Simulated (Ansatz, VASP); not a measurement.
Mn: VASP beside Ansatz

```xyz
3
Lattice="3.8184 0.0000 0.0000 -1.9092 3.3068 0.0000 0.0000 0.0000 2.4025" Properties=species:S:1:pos:R:3 pbc="T T T"
Mn    1.9092    3.3068    0.0000
Mn    0.0000    2.2045    1.2012
Mn    1.9092    1.1023    1.2012
```

Alike in both runs: functional LDA; k mesh 9 × 9 × 13; occupations fermi-dirac, width 0.1 eV; no spin polarisation.

Ansatz relaxed the structure, and its values are those at the end. VASP's run is a single point on that final structure, the one shown.

```csv
,VASP,Ansatz
version,VASP 6.6.1,Ansatz 0.2.0
potentials or method,"VASP PAW LDA potentials, release 64 (Mn_sv), cutoff 680 eV","plane waves (420 eV) with PAW, scalar-relativistic"
valence electrons in the cell,45,45
```

|  | VASP | Ansatz | Ansatz less VASP |
| --- | --- | --- | --- |
| pressure (GPa) | -0.8 | 0.0 | +0.83 |

Ansatz warns that its potentials were made for another functional, while VASP's fit it. LDA's correlation is that of Perdew and Zunger in VASP and of Perdew and Wang (1992) in Ansatz.
